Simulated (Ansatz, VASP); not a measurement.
Given: the input of a run of Ansatz 0.2.0 on CoO.

Contents of input.yaml:

```yaml
crystal:
  lattice:
    - [0.0, 2.13150166, 2.13150166]
    - [2.13150166, 0.0, 2.13150166]
    - [2.13150166, 2.13150166, 0.0]
  atoms:
    - { symbol: Co, position: [0.0, 0.0, 0.0], spin: 2.0 }
    - { symbol: O, position: [0.5, 0.5, 0.5] }
hamiltonian:
  xc: pbe
  pseudopotentials: { kind: paw }
magnetization:
  spin_polarized: true
kpoints:
  mp_grid: { grid: [11, 11, 11] }
scf:
  occupations: { method: fermi_dirac, width: 0.05 }
output:
  forces: true
  stress: true
  eigenvalues: true
relax:
  f_tol: 0.01
  max_steps: 40
  cell: { stress_tol: 0.05 }
```

Potentials or basis: Ansatz PAW.

Run with:

```console
$ ansatz run input.yaml --threads 2 --pin off --max-ram 5632MiB --backend cpu --events-out ev --progress --plain --runs-dir out
```

**Question.** Translate it to VASP 6.6.1. Potentials there: VASP PAW PBE potentials, release 64 (Co, O).

**Answer.** As run (the cutoff follows the program's own potentials):

The input INCAR:

```
PREC = Accurate
ENCUT = 600
EDIFF = 1E-6
ISMEAR = -1
SIGMA = 0.05
LREAL = F
LASPH = T
NELM = 150
ALGO = Normal
ISIF = 3
LWAVE = F
LCHARG = F
ISPIN = 2
MAGMOM = 2 0
LORBIT = 11
LMAXMIX = 4
GGA = PE
IBRION = 2
NSW = 60
EDIFFG = -0.01
```

File KPOINTS:

```
regular mesh
0
Gamma
  11 11 11
```

File POSCAR:

```
CoO
1.0
    0.0000000000      2.1315016600      2.1315016600
    2.1315016600      0.0000000000      2.1315016600
    2.1315016600      2.1315016600      0.0000000000
Co O
1 1
Direct
    0.0000000000      0.0000000000      0.0000000000
    0.5000000000      0.5000000000      0.5000000000
```

Potentials or basis: VASP PAW PBE potentials, release 64 (Co, O).

The run is started by

```console
$ cat potpaw_PBE.64/Co/POTCAR potpaw_PBE.64/O/POTCAR > POTCAR
$ mpirun -np 1 vasp_std > vasp.out
```

Both were run:

|  | VASP | Ansatz | Ansatz less VASP |
| --- | --- | --- | --- |
| gap on the k mesh at the Fermi level, each at its own relaxed structure (eV) | none | none | - |
| net moment per atom (μB) | 1.43 | 1.45 | +0.020 |
| size of the moment on the site where the two differ most (μB) | 2.53 | 2.47 | -0.054 |
| relaxed volume (Å³/atom) | 9.53 | 9.58 | +0.043 |
| relaxed cell length with the largest relative difference (Å) | 2.999 | 3.003 | +0.0045 |

Site moments also hang on the region over which each program counts them. A gap of «none» marks a metal or a gap that the smearing closes. VASP's potentials hold 15 valence electrons a cell and Ansatz's 23, so a difference there can come from the potentials and not from the codes.

Noted on Ansatz's run: the plane-wave basis is chosen anew once the cell has moved, so the energies of steps on either side of that aren't comparable.
